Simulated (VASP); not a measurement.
Wanted: the native input for a VASP 6.6.1 run.

| Item | Value |
| --- | --- |
| Task | single point |
| Functional | LDA |
| Potentials or basis | VASP PAW LDA potentials, release 64 (Hf_pv, O) |
| Cutoff | 520 eV |
| k mesh | 2 × 2 × 2 |
| Occupations | fermi-dirac, width 0.36 eV |
| Spin | no spin polarisation |
| Dipole correction | no |
| Further INCAR settings | ALGO = Normal; EDIFF = 1e-06; NBANDS = 56 |

The structure of HfO2 lies in POSCAR:

```
HfO2
1.0
    5.3371140000      0.0000000000      0.0000000000
    0.0000000000      5.3962770000      0.0000000000
   -0.9179530000      0.0000000000      5.4510800000
Hf O
4 8
Direct
    0.2657236111      0.4813318516      0.6441475818
    0.8004282749      0.9852533515      0.8079683292
    0.7797224599      0.5197286944      0.2190391629
    0.3772759097     -0.0024090683      0.2187089531
    0.5341591362      0.7521852566      0.9553519669
    0.5767696715      0.1253642094      0.5175488160
    0.6289830550      0.2079211278      0.0463577860
    0.4900674776      0.6165547098      0.4197883722
    0.0600458326      0.3086387152      0.3500957608
    0.9750998798      0.7619697803      0.0744256184
    0.9995415980      0.7353773722      0.5527161590
    0.1570055674      0.1934111240      0.8958591692
```

The input as run:

INCAR

```
SYSTEM = HfO2
PREC = Accurate
ENCUT = 520
EDIFF = 1E-6
ISMEAR = -1
SIGMA = 0.36
LREAL = .False.
LASPH = .True.
NELM = 60
ALGO = Normal
ISIF = 2
LWAVE = .False.
LCHARG = .False.
GGA = CA
NBANDS = 56
```

KPOINTS

```
regular mesh
0
Gamma
  2 2 2
  0 0 0
```

Potentials or basis: VASP PAW LDA potentials, release 64 (Hf_pv, O).

Run with:

```bash
$ cat potpaw_LDA.64/Hf_pv/POTCAR potpaw_LDA.64/O/POTCAR > POTCAR
$ mpirun -np 1 vasp_std > vasp.out
```

Results of the run:

```
Pressure               : -14.5 GPa
Largest force          : 3.352 eV/Å
Band gap on the k mesh : 3.84 eV, direct
```

Caveat: the k points lie up to 0.60 Å⁻¹ apart; spin-orbit coupling is left out, which moves the levels of the heavy elements; forces of over 1 eV/Å act on the atoms, so gaps and moduli don't describe the material at rest.

Run time: 53 s on 1 thread of Intel(R) Xeon(R) 6975P-C (Granite Rapids), with other jobs on the host, peak memory 0.22 GiB.
